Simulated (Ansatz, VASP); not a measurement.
# Two plane-wave programs on SiMo5

File INCAR:

```
SYSTEM = SiMo5
ALGO = Fast
EDIFF = 1E-6
EDIFFG = -0.01
ENCUT = 600
GGA = PE
IBRION = 2
ISIF = 3
ISMEAR = 0
LASPH = .TRUE.
LCHARG = .FALSE.
LREAL = .FALSE.
LWAVE = .FALSE.
NELM = 100
NSW = 100
PREC = Accurate
SIGMA = 0.1
```

Contents of KPOINTS:

```
k-points
0
G
  12 12 4
  0 0 0
```

The input POSCAR:

```
SiMo5
1.0
    1.5928239272     -2.2318258887      0.0000000000
    1.5928239272      2.2318258887      0.0000000000
    0.0000000000      0.0000000000     12.9164980618
Si Mo
1 5
Direct
    0.0000000000      0.0000000000      0.0000000000
    0.0000000000      0.0000000000      0.6727537700
    0.5000000000      0.5000000000      0.8454013444
    0.5000000000      0.5000000000      0.5000000000
    0.5000000000      0.5000000000      0.1545986556
    0.0000000000      0.0000000000      0.3272462300
```

Input for Ansatz:

```yaml
crystal:
  lattice:
    - [1.5928239272, -2.2318258887, 0.0]
    - [1.5928239272, 2.2318258887, 0.0]
    - [0.0, 0.0, 12.9164980618]
  atoms:
    - { symbol: Si, position: [0.0, 0.0, 0.0] }
    - { symbol: Mo, position: [0.0, 0.0, 0.67275377] }
    - { symbol: Mo, position: [0.5, 0.5, 0.8454013444] }
    - { symbol: Mo, position: [0.5, 0.5, 0.5] }
    - { symbol: Mo, position: [0.5, 0.5, 0.1545986556] }
    - { symbol: Mo, position: [0.0, 0.0, 0.32724623] }
basis:
  ecutwfc: 420
kpoints:
  mp_grid: { grid: [12, 12, 4] }
hamiltonian:
  xc: pbe
scf:
  occupations: { method: gaussian, width: 0.1 }
output:
  forces: true
  stress: true
  eigenvalues: true
relax:
  adjacent_minimum: "off"
  f_tol: 0.01
  max_steps: 80
  cell: { stress_tol: 0.05 }
```

Alike in both runs: task relaxation of cell and atoms; functional PBE; k mesh 12 × 12 × 4; occupations gaussian, width 0.1 eV; no spin polarisation.

```csv
,VASP,Ansatz
version,VASP 6.6.1,Ansatz 0.2.0
potentials or method,"VASP PAW PBE potentials, release 64 (Si, Mo_sv), cutoff 600 eV","scalar-relativistic, plane waves, PAW"
valence electrons in the cell,74,74
```

|  | VASP | Ansatz | Ansatz less VASP |
| --- | --- | --- | --- |
| gap on the k mesh at the Fermi level, each at its own relaxed structure (eV) | none | none | - |
| relaxed volume (Å³/atom) | 15.36 | 15.34 | -0.015 |
| relaxed cell length with the largest relative difference (Å) | 2.751 | 2.749 | -0.0012 |

A gap of «none» marks a metal or a gap that the smearing closes.
